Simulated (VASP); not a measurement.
# Ca (P6_3/mmc) in VASP: single point with PBEsol

Aim: the single point of Ca with PBEsol.

Program: VASP 6.6.1. These are calculated values, not measurements. Logs are shortened: lines on timing, memory, paths and dates and some standing lists are left out, and cuts for length are marked.

### Step 1. The cell of the first run

The structure is hexagonal, space group P6_3/mmc (No. 194). The conventional cell has a = 3.382 Å, b = 3.382 Å, c = 6.445 Å, α = 90.00°, β = 90.00°, γ = 120.00°. Ca (site symmetry -6m2) has 12 Ca at 3.38 to 3.77 Å within 4.4 Å.

This isn't the form of Ca at room conditions, which is fcc.

### Step 2. Single point, PBEsol

INCAR reads:

```
SYSTEM = Ca
ALGO = Normal ; EDIFF = 1E-6
ENCUT = 500 ; GGA = PS
GGA_COMPAT = .False. ; ISIF = 2
ISMEAR = 0 ; LASPH = .True.
LCHARG = .False. ; LREAL = .False.
LWAVE = .False. ; NBANDS = 17
NELM = 120 ; PREC = Accurate
SIGMA = 0.1
```

KPOINTS reads:

```
k-points
0
Gamma
  6 6 4
  0 0 0
```

POSCAR reads:

```
Ca
1.0
    3.3823362313      0.0000000000      0.0000000000
   -1.6911681156      2.9291891005      0.0000000000
    0.0000000000      0.0000000000      6.4451738692
Ca
2
Direct
    0.3333333333      0.6666666667      0.2500000000
    0.6666666667      0.3333333333      0.7500000000
```

Potentials or basis: VASP PAW PBE potentials, release 64 (Ca_sv).

On the command line:

```
$ cat potpaw_PBE.64/Ca_sv/POTCAR > POTCAR
$ mpirun -np 1 vasp_std > vasp.out
```

OUTCAR:

```text
SYSTEM = Ca
   EDIFF = 1E-6
   ENCUT = 500
   GGA = PS
   ISIF = 2
   ISMEAR = 0
   LASPH = .True.
   LREAL = .False.
   NELM = 120
   PREC = Accurate

 ion  position               nearest neighbor table
   1  0.333  0.667  0.250-
   2  0.667  0.333  0.750-

  LATTYP: Found a hexagonal cell.
 ALAT       =     3.3823362313
 C/A-ratio  =     1.9055390796

  Lattice vectors:

 A1 = (   3.3823362313,   0.0000000000,   0.0000000000)
 A2 = (  -1.6911681156,   2.9291891005,   0.0000000000)
 A3 = (   0.0000000000,   0.0000000000,   6.4451738692)

Analysis of symmetry for initial positions (statically):
=====================================================================
 Subroutine PRICEL returns:
 Original cell was already a primitive cell.

 Routine SETGRP: Setting up the symmetry group for a
 hexagonal supercell.

 Subroutine GETGRP returns: Found 24 space group operations
 (whereof 12 operations were pure point group operations)
 out of a pool of 24 trial point group operations.

The static configuration has the point symmetry D_3d.
 The point group associated with its full space group is D_6h.

Analysis of symmetry for dynamics (positions and initial velocities):
=====================================================================
 Subroutine PRICEL returns:
 Original cell was already a primitive cell.

 Routine SETGRP: Setting up the symmetry group for a
 hexagonal supercell.

 Subroutine GETGRP returns: Found 24 space group operations
 (whereof 12 operations were pure point group operations)
 out of a pool of 24 trial point group operations.

The dynamic configuration has the point symmetry D_3d.
 The point group associated with its full space group is D_6h.

 Subroutine INISYM returns: Found 24 space group operations
 (whereof 12 operations are pure point group operations),
 and found     1 'primitive' translations

----------------------------------------------------------------------------------------

                                     Primitive cell

  volume of cell :      63.8556

  direct lattice vectors                    reciprocal lattice vectors
     3.382336231  0.000000000  0.000000000     0.295653635  0.170695705  0.000000000
    -1.691168116  2.929189100  0.000000000     0.000000000  0.341391411  0.000000000
     0.000000000  0.000000000  6.445173869     0.000000000  0.000000000  0.155154852

  length of vectors
     3.382336231  3.382336231  6.445173869     0.341391411  0.341391411  0.155154852

  position of ions in fractional coordinates (direct lattice)
     0.333333333  0.666666667  0.250000000
     0.666666667  0.333333333  0.750000000

  ion indices of the primitive-cell ions
   primitive index   ion index
                 1           1
                 2           2

----------------------------------------------------------------------------------------

 KPOINTS: k-points

Automatic generation of k-mesh.
 Grid dimensions read from file:
 generate k-points for:    6    6    4

 Generating k-lattice:

  Cartesian coordinates                     Fractional coordinates (reciprocal lattice)
     0.049275606  0.028449284  0.000000000     0.166666667  0.000000000  0.000000000
     0.000000000  0.056898568  0.000000000     0.000000000  0.166666667  0.000000000
     0.000000000  0.000000000  0.038788713     0.000000000  0.000000000  0.250000000

  Length of vectors
     0.056898568  0.056898568  0.038788713

  Shift w.r.t. Gamma in fractional coordinates (k-lattice)
     0.000000000  0.000000000  0.000000000

 Subroutine IBZKPT returns following result:
 ===========================================

 Found     21 irreducible k-points:

 Following reciprocal coordinates:
            Coordinates               Weight
  0.000000  0.000000  0.000000      1.000000
  0.166667  0.000000  0.000000      6.000000
  0.333333  0.000000  0.000000      6.000000
  0.500000  0.000000  0.000000      3.000000
  0.166667  0.166667  0.000000      6.000000
  0.333333  0.166667  0.000000     12.000000
[... 13 lines left out ...]
  0.333333  0.166667  0.500000     12.000000
  0.333333  0.333333  0.500000      2.000000
   k-points           NKPTS =     21   k-points in BZ     NKDIM =     21   number of bands    NBANDS=     17
   number of dos      NEDOS =    301   number of ions     NIONS =      2
   total plane-waves  NPLWV =  37632
   dimension x,y,z NGX =    28 NGY =   28 NGZ =   48
   dimension x,y,z NGXF=    56 NGYF=   56 NGZF=   96
   ions per type =               2
   NGX,Y,Z   is equivalent  to a cutoff of  13.76, 13.76, 12.38 a.u.
   NGXF,Y,Z  is equivalent  to a cutoff of  27.52, 27.52, 24.76 a.u.
 SYSTEM =  Ca
   PREC   = accura    normal or accurate (medium, high low for compatibility)
   ISTART =      0    job   : 0-new  1-cont  2-samecut
   ICHARG =      2    charge: 1-file 2-atom 10-const
   ISPIN  =      1    spin polarized calculation?
   LNONCOLLINEAR =      F non collinear calculations
   LSORBIT =      F    spin-orbit coupling
   LASPH  =      T    aspherical Exc in radial PAW
   ENCUT  =  500.0 eV  36.75 Ry    6.06 a.u.   6.17  6.17 11.75*2*pi/ulx,y,z
   NELM   =    120;   NELMIN=  2; NELMDL= -5     # of ELM steps
   EDIFF  = 0.1E-05   stopping-criterion for ELM
   LREAL  =      F    real-space projection
   EDIFFG = 0.1E-04   stopping-criterion for IOM
   NSW    =      0    number of steps for IOM
   IBRION =     -1    ionic relax: 0-MD 1-quasi-New 2-CG
   NFREE  =      0    steps in history (QN), initial steepest desc. (CG)
   ISIF   =      2    stress and relaxation
   ISYM   =      2    0-nonsym 1-usesym 2-fastsym
   POTIM  = 0.5000    time-step for ionic-motion
   TEBEG  =    0.0;   TEEND  =   0.0 temperature during run
   PSTRESS=    0.0 pullay stress
   NELECT =      20.0000    total number of electrons
   NUPDOWN=      -1.0000    fix difference up-down
   EMIN   =  10.00;   EMAX   =-10.00  energy-range for DOS
   EFERMI =   0.00;   METHOD = LEGACY
   ISMEAR =     0;   SIGMA  =   0.10  broadening in eV -4-tet -1-fermi 0-gaus
   EFERMI_NEDOS =   21; number of points for ismear=-14 and -15
   IALGO  =     38    algorithm
   IMIX   =      4    mixing-type and parameters
     AMIX     =   0.40;   BMIX     =  1.00
     AMIX_MAG =   1.60;   BMIX_MAG =  1.00
  volume/ion in A,a.u.               =      31.93       215.46
  Fermi-wavevector in a.u.,A,eV,Ry     =   1.111779  2.100958 16.817523  1.236053
  Thomas-Fermi vector in A             =   2.248346
   LORBIT       =      0    0 simple, 1 ext, 2 COOP (PROOUT), +10 PAW based schemes
   GGA     = PS    functional components
   LHFCALC =     F    Hartree Fock is set to
   AEXX    =    0.0000 exact exchange contribution
   IVDW    =     0    specifies the selected vdW correction
   LEPSILON=     F    determine dielectric tensor
   LRPA    =     F    only Hartree local field effects (RPA)
 non-spin polarized calculation
 Gauss-broadening in eV      SIGMA  =   0.10
  energy-cutoff  :      500.00
  volume of cell :       63.86
 maximum number of plane-waves:      1656
 NGX is ok and might be reduce to    28
   NGX = 13   NGY = 13   NGZ = 23

 number of electron      19.9999997 magnetization

 Free energy of the ion-electron system (eV)
  ---------------------------------------------------
  ext. energy  EPLUGINS =         0.00000000
  ---------------------------------------------------
  free energy    TOTEN  =        -3.81616869 eV

  energy without entropy =       -3.80587482  energy(sigma->0) =       -3.81102176

 E-fermi :   3.1358     XC(G=0):  -8.7453

 val. band max:        3.1150106871   @ k =   0.3333   0.0000   0.0000
 cond. band min:       3.2215517982   @ k =   0.3333   0.3333   0.0000
 fundamental gap:      0.1065411112
 Fermi energy:         3.1357577073

 k-point     1 :       0.0000    0.0000    0.0000
  band No.  band energies     occupation
      1     -38.1670      2.00000
      2     -38.1428      2.00000
      3     -19.3263      2.00000
      4     -19.0791      2.00000
      5     -19.0779      2.00000
      6     -19.0779      2.00000
[... 9 lines left out ...]
     16       6.0819      0.00000
     17       7.3139      0.00000

 k-point     2 :       0.1667    0.0000    0.0000
  band No.  band energies     occupation
      1     -38.1504      2.00000
      2     -38.1291      2.00000
      3     -19.2932      2.00000
      4     -19.1950      2.00000
      5     -19.1764      2.00000
      6     -19.1069      2.00000
[... 9 lines left out ...]
     16       6.4679      0.00000
     17       6.5737      0.00000

 k-point     3 :       0.3333    0.0000    0.0000
  band No.  band energies     occupation
      1     -38.1160      2.00000
      2     -38.1022      2.00000
      3     -19.4259      2.00000
      4     -19.3996      2.00000
      5     -19.2182      2.00000
      6     -19.1628      2.00000
[... 9 lines left out ...]
     16       6.5634      0.00000
     17       7.7445      0.00000

 k-point     4 :       0.5000    0.0000    0.0000
  band No.  band energies     occupation
      1     -38.0976      2.00000
      2     -38.0899      2.00000
      3     -19.5388      2.00000
      4     -19.5071      2.00000
      5     -19.1901      2.00000
      6     -19.1685      2.00000
[... 9 lines left out ...]
     16       7.8310      0.00000
     17       8.0260      0.00000
[... 283 lines left out ...]
      1     -38.1168      2.00000
      2     -38.1168      2.00000
      3     -19.3453      2.00000
      4     -19.3453      2.00000
      5     -19.1650      2.00000
      6     -19.1650      2.00000
[... 9 lines left out ...]
     16       6.6940      0.00000
     17       7.3538      0.00000

 k-point    20 :       0.3333    0.1667    0.5000
  band No.  band energies     occupation
      1     -38.0937      2.00000
      2     -38.0937      2.00000
      3     -19.4726      2.00000
      4     -19.4726      2.00000
      5     -19.2372      2.00000
      6     -19.2372      2.00000
[... 9 lines left out ...]
     16       6.3219      0.00000
     17       7.7806      0.00000

 k-point    21 :       0.3333    0.3333    0.5000
  band No.  band energies     occupation
      1     -38.0860      2.00000
      2     -38.0860      2.00000
      3     -19.3978      2.00000
      4     -19.3978      2.00000
      5     -19.3834      2.00000
      6     -19.3834      2.00000
[... 9 lines left out ...]
     16       5.9674      0.00000
     17       8.0107      0.00000

------------------------ aborting loop because EDIFF is reached ----------------------------------------

  FORCE on cell =-STRESS in cart. coord.  units (eV):
  Direction    XX          YY          ZZ          XY          YZ          ZX
  --------------------------------------------------------------------------------------
  -------------------------------------------------------------------------------------
  Total        3.6474965      3.6474965      0.1284796      0.0000000      0.0000000      0.0000000
  in kB       91.5180260     91.5180260      3.2236353      0.0000000      0.0000000      0.0000000
  external PRESSURE =      62.0865624 kB  Pullay stress =       0.0000000 kB

 VOLUME and BASIS-vectors are now :
 -----------------------------------------------------------------------------
  energy-cutoff  :      500.00
  volume of cell :       63.86
      direct lattice vectors                 reciprocal lattice vectors
     3.382336231  0.000000000  0.000000000     0.295653635  0.170695705  0.000000000
    -1.691168116  2.929189100  0.000000000     0.000000000  0.341391411  0.000000000
     0.000000000  0.000000000  6.445173869     0.000000000  0.000000000  0.155154852

 POSITION                                       TOTAL-FORCE (eV/Angst)
 -----------------------------------------------------------------------------------
     -0.00000      1.95279      1.61129         0.000000      0.000000      0.000000
      1.69117      0.97640      4.83388        -0.000000     -0.000000      0.000000
 -----------------------------------------------------------------------------------
    total drift:                               -0.000000      0.000000     -0.000000

  FREE ENERGIE OF THE ION-ELECTRON SYSTEM (eV)
  ---------------------------------------------------
  free  energy   TOTEN  =        -3.8161686939 eV

  energy  without entropy=       -3.8058748181  energy(sigma->0) =       -3.81102176
```

Run time: 33 s. Hardware: 1 thread of Intel Xeon 8259CL, shared host; peak memory 0.18 GiB.

What came out:

```yaml
Free_energy: -3.8162 eV
Pressure: 6.2 GPa
Band_gap_on_the_k_mesh: zero (bands 10 and 11 overlap by 0.89 eV)
```

Stress tensor (GPa, compression positive):
```
9.15 0.00 0.00
0.00 9.15 0.00
0.00 0.00 0.32
```

Levels at points of the mesh, in eV from the Fermi level:
| k point | band 7 | band 8 | band 9 | band 10 | band 11 | band 12 | band 13 | band 14 |
| --- | --- | --- | --- | --- | --- | --- | --- | --- |
| (0.00, 0.00, 0.00) | -22.19 | -22.19 | -4.51 | -1.65 | -0.55 | 1.75 | 2.71 | 2.71 |
| (0.50, 0.00, 0.00) | -22.29 | -22.23 | -0.93 | -0.48 | -0.15 | 0.50 | 1.31 | 1.88 |
| (0.00, 0.00, 0.50) | -22.20 | -22.20 | -3.49 | -3.49 | 0.91 | 0.91 | 2.77 | 2.77 |
| (0.50, 0.00, 0.50) | -22.26 | -22.26 | -0.86 | -0.86 | 0.44 | 0.44 | 1.49 | 1.49 |

Caveat: the cell stands under pressure; the PAW data sets were made with another functional, which shifts forces and pressure a little.
